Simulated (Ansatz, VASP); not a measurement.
One calculation of NaF, two programs

POSCAR

```
NaF
1.0
    2.7934851918      0.0000000000      0.0000000000
    0.0000000000      2.7934851918      0.0000000000
    0.0000000000      0.0000000000      2.7934851918
Na F
1 1
Direct
    0.0000000000      0.0000000000      0.0000000000
    0.5000000000      0.5000000000      0.5000000000
```

The input INCAR.step1:

```
ALGO = Normal ; EDIFF = 1E-4
ENCUT = 520 ; GGA = PE
ISMEAR = 0 ; LASPH = T
LCHARG = F ; LREAL = F
LWAVE = T ; NBANDS = 14
NELM = 60 ; PREC = Accurate
SIGMA = 0.01
```

INCAR.step2

```
ALGO = Normal ; EDIFF = 1E-6
ENCUT = 520 ; ISIF = 2
ISMEAR = 0 ; ISTART = 1
LASPH = T ; LCHARG = F
LMIXTAU = T ; LREAL = F
LWAVE = F ; METAGGA = R2SCAN
NBANDS = 14 ; NELM = 60
PREC = Accurate ; SIGMA = 0.01
```

File KPOINTS:

```
k-points
0
Gamma
  10 10 10
```

Input for Ansatz:

```yaml
crystal:
  lattice:
    - [2.7934851918, 0.0, 0.0]
    - [0.0, 2.7934851918, 0.0]
    - [0.0, 0.0, 2.7934851918]
  atoms:
    - { symbol: Na, position: [0.0, 0.0, 0.0] }
    - { symbol: F, position: [0.5, 0.5, 0.5] }
kpoints:
  mp_grid: { grid: [10, 10, 10] }
  band_path:
    path:
      - [0.0, 0.0, 0.0]
      - [0.0, 0.5, 0.0]
      - [0.5, 0.5, 0.0]
      - [0.5, 0.5, 0.5]
      - [0.0, 0.5, 0.5]
    npoints: 1
hamiltonian:
  xc: r2scan
scf:
  occupations: { method: fixed }
  n_extra_bands: 4
output:
  forces: true
  stress: true
  eigenvalues: true
```

Alike in both runs: task single point; functional r2SCAN; k mesh 10 × 10 × 10; no spin polarisation.

|  | VASP | Ansatz |
| --- | --- | --- |
| version | VASP 6.6.1 | Ansatz 0.2.0 |
| potentials or method | VASP PAW PBE potentials, release 64 (Na_pv, F) | plane waves, PAW |
| plane-wave cutoff (eV) | 520 | 500 |
| occupations | gaussian, width 0.01 eV | fixed |
| valence electrons in the cell | 14 | 16 |

|  | VASP | Ansatz | Ansatz less VASP |
| --- | --- | --- | --- |
| gap on the k mesh at the Fermi level (eV) | 7.12 | 7.06 | -0.058 |
| pressure (GPa) | -0.8 | 0.0 | +0.80 |

VASP's potentials were made for PBE, not for r2SCAN. VASP's potentials hold 14 valence electrons a cell and Ansatz's 16, so a difference there can come from the potentials and not from the codes.
